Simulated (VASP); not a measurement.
# Ru (Im-3m) in VASP: notebook

Ru is run at these levels: r2SCAN; tasks: single point, relaxation of cell and atoms.

All numbers are computed with VASP 6.6.1; they aren't measurements. Logs are shortened: lines on timing, memory, paths and dates and some standing lists are left out, and cuts for length are marked.

### 1 The cell of the first run

It takes space group Im-3m (No. 229, cubic). The conventional cell has a = 3.033 Å, b = 3.033 Å, c = 3.033 Å, α = 90.00°, β = 90.00°, γ = 90.00°. Within 3.5 Å of Ru (site symmetry m-3m) lie 14 Ru at 2.63 to 3.03 Å.

### 2 Single point, r2SCAN

The input, POSCAR:

```
Ru
1.0
   -1.5162517521      1.5162517521      1.5162517521
    1.5162517521     -1.5162517521      1.5162517521
    1.5162517521      1.5162517521     -1.5162517521
Ru
1
Direct
    0.0000000000      0.0000000000      0.0000000000
```

The input, INCAR.step1:

```
PREC     = Accurate       # precision mode
ENCUT    = 550            # plane-wave cutoff, eV
ISMEAR   = -1             # smearing method
SIGMA    = 0.1            # smearing width, eV
LREAL    = F              # projectors in reciprocal space
LASPH    = T              # aspherical terms in the spheres
NELM     = 120            # most SCF steps
NBANDS   = 13             # bands
GGA      = PE             # functional
ALGO     = Normal         # electronic algorithm
EDIFF    = 1E-5           # SCF threshold, eV
LWAVE    = T              # write WAVECAR
LCHARG   = F              # write CHGCAR
GGA_COMPAT= F
```

The input, INCAR.step2:

```
PREC     = Accurate       # precision mode
ENCUT    = 550            # plane-wave cutoff, eV
EDIFF    = 1E-6           # SCF threshold, eV
ISMEAR   = -1             # smearing method
SIGMA    = 0.1            # smearing width, eV
LREAL    = F              # projectors in reciprocal space
LASPH    = T              # aspherical terms in the spheres
NELM     = 120            # most SCF steps
ALGO     = Normal         # electronic algorithm
ISIF     = 2              # what is computed and relaxed
LWAVE    = F              # write WAVECAR
LCHARG   = F              # write CHGCAR
METAGGA  = R2SCAN         # meta-GGA
LMIXTAU  = T            
NBANDS   = 13             # bands
ISTART   = 1            
GGA_COMPAT= F
```

The input, KPOINTS:

```
regular mesh
0
Gamma
  7 7 7
```

Potentials or basis: VASP PAW PBE potentials, release 64 (Ru_pv).

On the command line:

```sh
$ cat potpaw_PBE.64/Ru_pv/POTCAR > POTCAR
$ cp INCAR.step1 INCAR
$ mpirun -np 1 vasp_std > vasp.out
$ cp INCAR.step2 INCAR
$ mpirun -np 1 vasp_std > vasp.out
```

OUTCAR:

```text
PREC = Accurate
   ENCUT = 550
   EDIFF = 1E-6
   ISMEAR = -1
   LREAL = F
   LASPH = T
   NELM = 120
   ISIF = 2
   METAGGA = R2SCAN
   ISTART = 1

 ion  position               nearest neighbor table
   1  0.000  0.000  0.000-

  LATTYP: Found a body centered cubic cell.
 ALAT       =     3.0325035042

  Lattice vectors:

 A1 = (  -1.5162517521,   1.5162517521,   1.5162517521)
 A2 = (   1.5162517521,  -1.5162517521,   1.5162517521)
 A3 = (   1.5162517521,   1.5162517521,  -1.5162517521)

Analysis of symmetry for initial positions (statically):
=====================================================================
 Subroutine PRICEL returns:
 Original cell was already a primitive cell.

 Routine SETGRP: Setting up the symmetry group for a
 body centered cubic supercell.

 Subroutine GETGRP returns: Found 48 space group operations
 (whereof 48 operations were pure point group operations)
 out of a pool of 48 trial point group operations.

The static configuration has the point symmetry O_h .

Analysis of symmetry for dynamics (positions and initial velocities):
=====================================================================
 Subroutine PRICEL returns:
 Original cell was already a primitive cell.

 Routine SETGRP: Setting up the symmetry group for a
 body centered cubic supercell.

 Subroutine GETGRP returns: Found 48 space group operations
 (whereof 48 operations were pure point group operations)
 out of a pool of 48 trial point group operations.

The dynamic configuration has the point symmetry O_h .

 Subroutine INISYM returns: Found 48 space group operations
 (whereof 48 operations are pure point group operations),
 and found     1 'primitive' translations

----------------------------------------------------------------------------------------

                                     Primitive cell

  volume of cell :      13.9436

  direct lattice vectors                    reciprocal lattice vectors
    -1.516251752  1.516251752  1.516251752     0.000000000  0.329760542  0.329760542
     1.516251752 -1.516251752  1.516251752     0.329760542  0.000000000  0.329760542
     1.516251752  1.516251752 -1.516251752     0.329760542  0.329760542  0.000000000

  length of vectors
     2.626225072  2.626225072  2.626225072     0.466351831  0.466351831  0.466351831

  position of ions in fractional coordinates (direct lattice)
     0.000000000  0.000000000  0.000000000

  ion indices of the primitive-cell ions
   primitive index   ion index
                 1           1

----------------------------------------------------------------------------------------

 KPOINTS: regular mesh

Automatic generation of k-mesh.
 Grid dimensions read from file:
 generate k-points for:    7    7    7

 Generating k-lattice:

  Cartesian coordinates                     Fractional coordinates (reciprocal lattice)
     0.000000000  0.047108649  0.047108649     0.142857143  0.000000000  0.000000000
     0.047108649  0.000000000  0.047108649     0.000000000  0.142857143  0.000000000
     0.047108649  0.047108649  0.000000000     0.000000000  0.000000000  0.142857143

  Length of vectors
     0.066621690  0.066621690  0.066621690

  Shift w.r.t. Gamma in fractional coordinates (k-lattice)
     0.000000000  0.000000000  0.000000000

 Subroutine IBZKPT returns following result:
 ===========================================

 Found     20 irreducible k-points:

 Following reciprocal coordinates:
            Coordinates               Weight
  0.000000  0.000000  0.000000      1.000000
  0.142857  0.000000  0.000000     12.000000
  0.285714  0.000000  0.000000     12.000000
  0.428571  0.000000  0.000000     12.000000
  0.142857  0.142857  0.000000     24.000000
  0.285714  0.142857  0.000000     48.000000
[... 12 lines left out ...]
 -0.428571 -0.428571  0.285714      8.000000
 -0.428571  0.428571  0.428571      6.000000
   k-points           NKPTS =     20   k-points in BZ     NKDIM =     20   number of bands    NBANDS=     13
   number of dos      NEDOS =    301   number of ions     NIONS =      1
   total plane-waves  NPLWV =   8000
   dimension x,y,z NGX =    20 NGY =   20 NGZ =   20
   dimension x,y,z NGXF=    40 NGYF=   40 NGZF=   40
   ions per type =               1
   NGX,Y,Z   is equivalent  to a cutoff of  12.66, 12.66, 12.66 a.u.
   NGXF,Y,Z  is equivalent  to a cutoff of  25.32, 25.32, 25.32 a.u.
 SYSTEM =  unknown system
   PREC   = accura    normal or accurate (medium, high low for compatibility)
   ISTART =      1    job   : 0-new  1-cont  2-samecut
   ICHARG =      0    charge: 1-file 2-atom 10-const
   ISPIN  =      1    spin polarized calculation?
   LNONCOLLINEAR =      F non collinear calculations
   LSORBIT =      F    spin-orbit coupling
   LASPH  =      T    aspherical Exc in radial PAW
   ENCUT  =  550.0 eV  40.42 Ry    6.36 a.u.   5.02  5.02  5.02*2*pi/ulx,y,z
   NELM   =    120;   NELMIN=  2; NELMDL=  0     # of ELM steps
   EDIFF  = 0.1E-05   stopping-criterion for ELM
   LREAL  =      F    real-space projection
   EDIFFG = 0.1E-04   stopping-criterion for IOM
   NSW    =      0    number of steps for IOM
   IBRION =     -1    ionic relax: 0-MD 1-quasi-New 2-CG
   NFREE  =      0    steps in history (QN), initial steepest desc. (CG)
   ISIF   =      2    stress and relaxation
   ISYM   =      2    0-nonsym 1-usesym 2-fastsym
   POTIM  = 0.5000    time-step for ionic-motion
   TEBEG  =    0.0;   TEEND  =   0.0 temperature during run
   PSTRESS=    0.0 pullay stress
   NELECT =      14.0000    total number of electrons
   NUPDOWN=      -1.0000    fix difference up-down
   EMIN   =  10.00;   EMAX   =-10.00  energy-range for DOS
   EFERMI =   0.00;   METHOD = LEGACY
   ISMEAR =    -1;   SIGMA  =   0.10  broadening in eV -4-tet -1-fermi 0-gaus
   EFERMI_NEDOS =   21; number of points for ismear=-14 and -15
   IALGO  =     38    algorithm
   IMIX   =      4    mixing-type and parameters
     AMIX     =   0.40;   BMIX     =  1.00
     AMIX_MAG =   1.60;   BMIX_MAG =  1.00
  volume/ion in A,a.u.               =      13.94        94.10
  Fermi-wavevector in a.u.,A,eV,Ry     =   1.639304  3.097836 36.563181  2.687318
  Thomas-Fermi vector in A             =   2.730132
   LORBIT       =      0    0 simple, 1 ext, 2 COOP (PROOUT), +10 PAW based schemes
   METAGGA = R2SCAN    functional components
   LHFCALC =     F    Hartree Fock is set to
   AEXX    =    0.0000 exact exchange contribution
   IVDW    =     0    specifies the selected vdW correction
   LEPSILON=     F    determine dielectric tensor
   LRPA    =     F    only Hartree local field effects (RPA)
 non-spin polarized calculation
  energy-cutoff  :      550.00
  volume of cell :       13.94
 maximum number of plane-waves:       415
   NGX =  9   NGY =  9   NGZ =  9

 number of electron      13.9999999 magnetization

 Free energy of the ion-electron system (eV)
  ---------------------------------------------------
  ext. energy  EPLUGINS =         0.00000000
  ---------------------------------------------------
  free energy    TOTEN  =       -24.82120557 eV

  energy without entropy =      -24.76700524  energy(sigma->0) =      -24.79410541

 E-fermi :  12.3736     XC(G=0): -15.1919

 val. band max:       12.3293028026   @ k =   0.2857   0.2857   0.0000
 cond. band min:      12.3886120554   @ k =   0.0000   0.0000   0.0000
 fundamental gap:      0.0593092529
 Fermi energy:        12.3736268791

 k-point     1 :       0.0000    0.0000    0.0000
  band No.  band energies     occupation
      1     -31.4829      2.00000
      2     -31.4829      2.00000
      3     -31.4829      2.00000
      4       4.0610      2.00000
      5       9.4615      2.00000
      6       9.4615      2.00000
      7       9.4615      2.00000
      8      12.3886      0.92521
      9      12.3886      0.92521
     10      20.9258      0.00000
     11      30.3789      0.00000
     12      30.3789      0.00000
     13      30.3789      0.00000

 k-point     2 :       0.1429    0.0000    0.0000
  band No.  band energies     occupation
      1     -31.6929      2.00000
      2     -31.5501      2.00000
      3     -31.4837      2.00000
      4       4.9441      2.00000
      5       9.0630      2.00000
      6       9.4141      2.00000
      7      10.2496      2.00000
      8      11.9772      1.96276
      9      12.4226      0.75993
     10      20.9257      0.00000
     11      30.6366      0.00000
     12      30.9313      0.00000
     13      31.7831      0.00000

 k-point     3 :       0.2857    0.0000    0.0000
  band No.  band energies     occupation
      1     -32.1489      2.00000
      2     -31.6986      2.00000
      3     -31.4857      2.00000
      4       6.2750      2.00000
      5       8.2656      2.00000
      6       9.9835      2.00000
      7      11.9708      1.96500
      8      12.3244      1.24143
      9      12.5899      0.20631
     10      20.9257      0.00000
     11      28.5407      0.00000
     12      29.0668      0.00000
     13      35.3264      0.00000
[... 241 lines left out ...]
 k-point    19 :      -0.4286   -0.4286    0.2857
  band No.  band energies     occupation
      1     -32.2537      2.00000
      2     -32.2536      2.00000
      3     -31.9863      2.00000
      4       6.7590      2.00000
      5       6.7590      2.00000
      6      11.0269      2.00000
      7      13.6209      0.00001
      8      13.6209      0.00001
      9      20.9256      0.00000
     10      22.6074      0.00000
     11      22.6074      0.00000
     12      23.0438      0.00000
     13      33.1167      0.00000

 k-point    20 :      -0.4286    0.4286    0.4286
  band No.  band energies     occupation
      1     -32.2326      2.00000
      2     -32.1960      2.00000
      3     -32.1960      2.00000
      4       6.1306      2.00000
      5       6.2509      2.00000
      6      13.4812      0.00003
      7      13.4812      0.00003
      8      13.9726      0.00000
      9      20.7183      0.00000
     10      20.9258      0.00000
     11      23.5566      0.00000
     12      23.5567      0.00000
     13      32.4217      0.00000

------------------------ aborting loop because EDIFF is reached ----------------------------------------

  FORCE on cell =-STRESS in cart. coord.  units (eV):
  Direction    XX          YY          ZZ          XY          YZ          ZX
  --------------------------------------------------------------------------------------
  -------------------------------------------------------------------------------------
  Total        0.1025219      0.1025219      0.1025219      0.0000000      0.0000000     -0.0000000
  in kB       11.7802191     11.7802191     11.7802191      0.0000000      0.0000000     -0.0000000
  external PRESSURE =      11.7802191 kB  Pullay stress =       0.0000000 kB

 VOLUME and BASIS-vectors are now :
 -----------------------------------------------------------------------------
  energy-cutoff  :      550.00
  volume of cell :       13.94
      direct lattice vectors                 reciprocal lattice vectors
    -1.516251752  1.516251752  1.516251752     0.000000000  0.329760542  0.329760542
     1.516251752 -1.516251752  1.516251752     0.329760542  0.000000000  0.329760542
     1.516251752  1.516251752 -1.516251752     0.329760542  0.329760542  0.000000000

 POSITION                                       TOTAL-FORCE (eV/Angst)
 -----------------------------------------------------------------------------------
      0.00000      0.00000      0.00000         0.000000     -0.000000      0.000000
 -----------------------------------------------------------------------------------
    total drift:                                0.000000     -0.000000      0.000000

  FREE ENERGIE OF THE ION-ELECTRON SYSTEM (eV)
  ---------------------------------------------------
  free  energy   TOTEN  =       -24.8212055741 eV

  energy  without entropy=      -24.7670052392  energy(sigma->0) =      -24.79410541
```

Wall time 19 s (1 thread of Intel Xeon Platinum 8375C at 2.90GHz (Ice Lake), shared host); peak memory 0.13 GiB.

What came out:

| Quantity | Value |
| --- | --- |
| Free energy | -24.8212 eV |
| Pressure | 1.2 GPa |
| Band gap on the k mesh | zero (band 7 reaches 13.62 eV, above the bottom of band 8 at 10.78 eV) |

Levels at points of the mesh, in eV from the Fermi level:
```tsv
k point	band 5	band 6	band 7	band 8	band 9	band 10
(0.00, 0.00, 0.00)	-2.91	-2.91	-2.91	0.01	0.01	8.55
```

Caveat: the k points lie up to 0.42 Å⁻¹ apart; the PAW data sets were made with another functional, which shifts forces and pressure a little.

(Part 1 of 2 ends here.)
